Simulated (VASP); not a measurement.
A run of VASP 6.6.1:

The input INCAR:

```
ALGO     = Normal         # electronic algorithm
EDIFF    = 1E-7           # SCF threshold, eV
ENCUT    = 520            # plane-wave cutoff, eV
GGA      = CA             # functional
ISIF     = 2              # what is computed and relaxed
ISMEAR   = -1             # smearing method
LASPH    = True           # aspherical terms in the spheres
LCHARG   = False          # write CHGCAR
LREAL    = False          # projectors in reciprocal space
LWAVE    = False          # write WAVECAR
NBANDS   = 17             # bands
NELM     = 80             # most SCF steps
PREC     = Accurate       # precision mode
SIGMA    = 0.1            # smearing width, eV
```

The input KPOINTS:

```
k-points
0
Gamma
  11 11 8
```

POSCAR

```
NiPt
1.0
    2.9191941502      0.0000000000      0.0000000000
    0.0000000000      2.9191941502      0.0000000000
    0.0000000000      0.0000000000      3.8546283700
Ni Pt
1 1
Direct
    0.5000000000      0.5000000000      0.5000000000
    0.0000000000      0.0000000000      0.0000000000
```

Potentials or basis: VASP PAW LDA potentials, release 64 (Ni, Pt).

The run is started by

```sh
$ cat potpaw_LDA.64/Ni/POTCAR potpaw_LDA.64/Pt/POTCAR > POTCAR
$ mpirun -np 1 vasp_std > vasp.out
```

Hardware: 1 thread of Intel(R) Xeon(R) Platinum 8488C (Sapphire Rapids), on a shared host.

Q: How long does it take, and how much memory?

A: It took 31 s on 1 thread of Intel(R) Xeon(R) Platinum 8488C (Sapphire Rapids) (shared host), peak memory 0.18 GiB. Counts: scf iterations 15, k points 105.
